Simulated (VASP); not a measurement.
## SnO: single point with PBE

Crystal: SnO.

```xyz
4
Lattice="3.2982 0.0000 0.0000 -1.6491 2.8563 0.0000 0.0000 0.0000 9.2164" Properties=species:S:1:pos:R:3 pbc="T T T"
Sn    0.0000    1.9042   -0.0612
Sn    1.6491    0.9521    4.5470
O     0.0000    1.9042    3.5173
O     1.6491    0.9521    8.1255
```

* Program: VASP 6.6.1
* Task: single point
* Functional: PBE
* Potentials or basis: VASP PAW PBE potentials, release 64 (Sn_d, O)
* Cutoff: 520 eV
* k mesh: 12 × 12 × 4
* Occupations: fermi-dirac, width 0.02 eV
* Spin: no spin polarisation
* Dipole correction: no
* Further INCAR settings: ALGO = Normal; EDIFF = 1e-06; NBANDS = 28

| Quantity | Value |
| --- | --- |
| Pressure | 3.3 GPa |
| Largest force | 0.508 eV/Å |
| Band gap on the k mesh | 1.39 eV (least direct gap 1.66 eV) |

Forces in eV/Å, atoms in the order of the input:
```
Sn   0.000  0.000  0.508
Sn   0.000  0.000  0.508
O    0.000  0.000 -0.508
O    0.000  0.000 -0.508
```

Stress tensor (GPa, compression positive):
```
3.96 0.00 0.00
0.00 3.96 0.00
0.00 0.00 2.10
```

Levels at points of the mesh, in eV from the valence-band top:
```tsv
k point	band 17	band 18	band 19	band 20	band 21	band 22	band 23	band 24
(0.00, 0.00, 0.00)	-2.67	-2.67	-2.16	-1.05	1.39	2.66	7.57	8.62
(0.50, 0.00, 0.00)	-3.49	-3.46	-0.77	-0.24	1.41	1.57	5.43	6.14
(0.00, 0.00, 0.50)	-2.67	-2.67	-1.65	-1.65	2.04	2.04	8.66	8.66
(0.50, 0.00, 0.50)	-3.48	-3.48	-0.57	-0.57	1.57	1.57	5.74	5.74
```

It took 95 s on 1 thread of AMD EPYC 9R45 96-Core Processor (Zen 5), with other jobs on the host, peak memory 0.25 GiB.

Caveat: the cell stands under pressure; spin-orbit coupling is left out, which moves the levels of the heavy elements. A k mesh can miss the band edges.
